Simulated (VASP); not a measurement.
PbO (zincblende type), 2 atoms in the cell. Symmetry: F-43m, No. 216, cubic system. Conventional cell: a = 5.400 Å, b = 5.400 Å, c = 5.400 Å, α = 90.00°, β = 90.00°, γ = 90.00°. Within 3.1 Å of Pb (site symmetry -43m) lie 4 O at 2.34 Å. Within 3.1 Å of O (site symmetry -43m) lie 4 Pb at 2.34 Å. 

| Item | Value |
| --- | --- |
| Program | VASP 6.6.1 |
| Task | single point |
| Functional | PBE |
| Potentials or basis | VASP PAW PBE potentials, release 64 (Pb_d, O) |
| Cutoff | 520 eV |
| k mesh | 14 × 14 × 14 |
| Occupations | fermi-dirac, width 0.05 eV |
| Spin | no spin polarisation |
| Dipole correction | no |
| Further INCAR settings | ALGO = Normal; EDIFF = 1e-07; NBANDS = 17 |

Potentials or basis: VASP PAW PBE potentials, release 64 (Pb_d, O).

The run is started by

```bash
$ cat potpaw_PBE.64/Pb_d/POTCAR potpaw_PBE.64/O/POTCAR > POTCAR
$ mpirun -np 1 vasp_std > vasp.out
```

Hardware: 1 thread of Intel(R) Xeon(R) 6975P-C (Granite Rapids), on a shared host.

Task: Estimate the wall time of this run.

Result: It took 30 s on 1 thread of Intel(R) Xeon(R) 6975P-C (Granite Rapids) (shared host), peak memory 0.2 GiB. Counts: scf iterations 15, k points 104.
